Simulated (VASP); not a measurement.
NaF, 2 atoms in the cell. The structure is cubic, space group Fm-3m (No. 225). Conventional cell: a = 4.731 Å, b = 4.731 Å, c = 4.731 Å, α = 90.00°, β = 90.00°, γ = 90.00°. Within 3.1 Å of Na (site symmetry m-3m) lie 6 F at 2.37 Å. F (site symmetry m-3m) has 6 Na at 2.37 Å within 3.1 Å. 

| Item | Value |
| --- | --- |
| Program | VASP 6.6.1 |
| Task | single point |
| Functional | PBEsol |
| Potentials or basis | VASP PAW PBE potentials, release 64 (Na_pv, F) |
| Cutoff | 520 eV |
| k mesh | 10 × 10 × 10 |
| Occupations | gaussian, width 0.05 eV |
| Spin | no spin polarisation |
| Dipole correction | no |
| Further INCAR settings | ALGO = Normal; EDIFF = 1e-06; NBANDS = 14 |

Potentials or basis: VASP PAW PBE potentials, release 64 (Na_pv, F).

Command:

```sh
$ cat potpaw_PBE.64/Na_pv/POTCAR potpaw_PBE.64/F/POTCAR > POTCAR
$ mpirun -np 1 vasp_std > vasp.out
```

Hardware: 1 thread of Intel Xeon 8259CL (shared host).

Problem. How long does it take, and how much memory?

Solution. Run time: 24 s on 1 thread of Intel Xeon 8259CL, on a shared host, peak memory 0.15 GiB. Counts: scf iterations 12, k points 47.
